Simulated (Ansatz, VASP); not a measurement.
Two plane-wave programs on GaAs

```
CELL_PARAMETERS angstrom
0.00000 2.86558 2.75096
2.86558 0.00000 2.75096
2.86558 2.86558 0.00000
ATOMIC_POSITIONS crystal
Ga 0.00000 0.00000 0.00000
As 0.75000 0.75000 0.75000
```

Alike in both runs: task single point; functional r2SCAN; k mesh 10 × 10 × 10; occupations gaussian, width 0.05 eV; no spin polarisation.

```csv
,VASP,Ansatz
version,VASP 6.6.1,Ansatz 0.2.0
potentials or method,"VASP PAW PBE potentials, release 64 (Ga_d, As), cutoff 520 eV","scalar-relativistic, plane waves, PAW"
valence electrons in the cell,18,28
```

Ansatz gave:

```
gap on the k mesh at the Fermi level (eV)                     : 0.85
least direct gap on the mesh (eV)                             : 0.85
pressure (GPa)                                                : 0.5
traceless stress, the component that is largest in VASP (GPa) : 1.70
```

Problem. Which values does VASP return?

Solution. gap on the k mesh at the Fermi level (eV): 0.83; least direct gap on the mesh (eV): 0.83; pressure (GPa): 0.6; traceless stress, the component that is largest in VASP (GPa): 1.70.

VASP's potentials were made for PBE, not for r2SCAN. VASP's potentials hold 18 valence electrons a cell and Ansatz's 28, so a difference there can come from the potentials and not from the codes.
